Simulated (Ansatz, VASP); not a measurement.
Two plane-wave programs on Al5Co3Ni2

Contents of INCAR:

```
SYSTEM = Al5Co3Ni2
ALGO = Fast ; EDIFF = 1E-6
ENCUT = 520 ; GGA = PE
ISIF = 2 ; ISMEAR = 0
LASPH = .True. ; LCHARG = .False.
LREAL = .False. ; LWAVE = .False.
NBANDS = 42 ; NELM = 60
PREC = Accurate ; SIGMA = 0.2
```

The input KPOINTS:

```
k-points
0
Gamma
  8 8 2
  0 0 0
```

POSCAR

```
Al5Co3Ni2
1.0
    2.8455942558      0.0000000000      0.0000000000
    0.0000000000      2.8455942558      0.0000000000
    0.0000000000      0.0000000000     14.5829759201
Al Co Ni
5 3 2
Direct
    0.0000000000      0.0000000000      0.5985542342
    0.0000000000      0.0000000000      0.4014457658
    1.0000000000      0.0000000000      0.2040218952
    0.0000000000      0.0000000000      0.0000000000
    1.0000000000      1.0000000000      0.7959781048
    0.5000000000      0.5000000000      0.5000000000
    0.5000000000      0.5000000000      0.3030737362
    0.5000000000      0.5000000000      0.6969262638
    0.5000000000      0.5000000000      0.1029697602
    0.5000000000      0.5000000000      0.8970302398
```

Input for Ansatz:

```yaml
crystal:
  lattice:
    - [2.8455942558, 0.0, 0.0]
    - [0.0, 2.8455942558, 0.0]
    - [0.0, 0.0, 14.5829759201]
  atoms:
    - { symbol: Al, position: [0.0, 0.0, 0.5985542342] }
    - { symbol: Al, position: [0.0, 0.0, 0.4014457658] }
    - { symbol: Al, position: [1.0, 0.0, 0.2040218952] }
    - { symbol: Al, position: [0.0, 0.0, 0.0] }
    - { symbol: Al, position: [1.0, 1.0, 0.7959781048] }
    - { symbol: Co, position: [0.5, 0.5, 0.5] }
    - { symbol: Co, position: [0.5, 0.5, 0.3030737362] }
    - { symbol: Co, position: [0.5, 0.5, 0.6969262638] }
    - { symbol: Ni, position: [0.5, 0.5, 0.1029697602] }
    - { symbol: Ni, position: [0.5, 0.5, 0.8970302398] }
basis:
  ecutwfc: 420
kpoints:
  mp_grid: { grid: [8, 8, 2] }
hamiltonian:
  xc: pbe
scf:
  occupations: { method: gaussian, width: 0.2 }
  lower_state_search: "off"
output:
  forces: true
  stress: true
  eigenvalues: true
```

Alike in both runs: task single point; functional PBE; k mesh 8 × 8 × 2; occupations gaussian, width 0.2 eV; no spin polarisation.

```csv
,VASP,Ansatz
version,VASP 6.6.1,Ansatz 0.2.0
potentials or method,"VASP PAW PBE potentials, release 64 (Al, Co, Ni), cutoff 520 eV","scalar-relativistic, plane waves, PAW"
valence electrons in the cell,62,102
```

|  | VASP | Ansatz | Ansatz less VASP |
| --- | --- | --- | --- |
| gap on the k mesh at the Fermi level (eV) | none | none | - |
| pressure (GPa) | 0.2 | 0.2 | 0.00 |
| rms of the force components (eV/Å) | 0.004 | 0.003 | -0.0008 |

Atom by atom the forces differ by 0.001 eV/Å (rms over components). A gap of «none» marks a metal or a gap that the smearing closes. VASP's potentials hold 62 valence electrons a cell and Ansatz's 102, so a difference there can come from the potentials and not from the codes.
